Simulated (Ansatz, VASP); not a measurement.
# Sn: VASP beside Ansatz

File INCAR:

```
ALGO = Fast
EDIFF = 1E-7
ENCUT = 520
GGA = PE
ISIF = 2
ISMEAR = 0
LASPH = True
LCHARG = False
LREAL = False
LWAVE = False
NBANDS = 21
NELM = 100
PREC = Accurate
SIGMA = 0.15
```

The input KPOINTS:

```
k-points
0
Gamma
  12 12 12
```

POSCAR

```
Sn
1.0
    0.0000000000      3.1969160000      3.2942840000
    3.1969160000      0.0000000000      3.2942840000
    3.1969160000      3.1969160000      0.0000000000
Sn
2
Direct
    0.5000000000      0.5000000000      0.5000000000
    0.7500000000      0.7500000000      0.7500000000
```

Input for Ansatz:

```yaml
crystal:
  lattice:
    - [0.0, 3.196916, 3.294284]
    - [3.196916, 0.0, 3.294284]
    - [3.196916, 3.196916, 0.0]
  atoms:
    - { symbol: Sn, position: [0.5, 0.5, 0.5] }
    - { symbol: Sn, position: [0.75, 0.75, 0.75] }
basis:
  ecutwfc: 420
kpoints:
  mp_grid: { grid: [12, 12, 12] }
hamiltonian:
  xc: pbe
scf:
  occupations: { method: gaussian, width: 0.15 }
output:
  forces: true
  stress: true
  eigenvalues: true
```

Change from the starting cell: strain -0.015 along x and y, +0.015 along z, atoms carried along.

Alike in both runs: task single point; functional PBE; k mesh 12 × 12 × 12; occupations gaussian, width 0.15 eV; no spin polarisation.

```csv
,VASP,Ansatz
version,VASP 6.6.1,Ansatz 0.2.0
potentials or method,"VASP PAW PBE potentials, release 64 (Sn_d), cutoff 520 eV","scalar-relativistic, plane waves, PAW"
valence electrons in the cell,28,28
```

|  | VASP | Ansatz | Ansatz less VASP |
| --- | --- | --- | --- |
| gap on the k mesh at the Fermi level (eV) | none | none | - |
| pressure (GPa) | 4.0 | 4.0 | +0.06 |
| traceless stress, the component that is largest in VASP (GPa) | -0.61 | -0.61 | +0.001 |

A gap of «none» marks a metal or a gap that the smearing closes.
